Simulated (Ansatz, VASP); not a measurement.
**Two plane-wave programs on TiO2**

```
Ti O
1.0
    -1.88891    1.88891    4.79172
     1.88891   -1.88891    4.79172
     1.88891    1.88891   -4.79172
Ti O
2 4
Direct
  0.00000 0.00000 0.00000
  0.75000 0.25000 0.50000
  0.20728 0.20728 0.00000
  0.95728 0.45728 0.50000
  0.54272 0.04272 0.50000
  0.79272 0.79272 0.00000
```

Alike in both runs: functional r2SCAN; k mesh 10 × 10 × 10; occupations gaussian, width 0.02 eV; no spin polarisation.

Ansatz relaxed the structure, and its values are those at the end. VASP's run is a single point on that final structure, the one shown.

```csv
,VASP,Ansatz
version,VASP 6.6.1,Ansatz 0.2.0
potentials or method,"VASP PAW PBE potentials, release 64 (Ti_sv, O)","scalar-relativistic, plane waves, PAW"
plane-wave cutoff (eV),520,500
valence electrons in the cell,48,48
```

VASP gave:

```
gap on the k mesh at the Fermi level (eV) : 2.56
least direct gap on the mesh (eV)         : 2.89
pressure (GPa)                            : 1.2
rms of the force components (eV/Å)        : 0.012
```

Task: Estimate Ansatz's values.

Result: gap on the k mesh at the Fermi level (eV): 2.54; least direct gap on the mesh (eV): 2.87; pressure (GPa): 0.0; rms of the force components (eV/Å): 0.001.

VASP's potentials were made for PBE, not for r2SCAN.
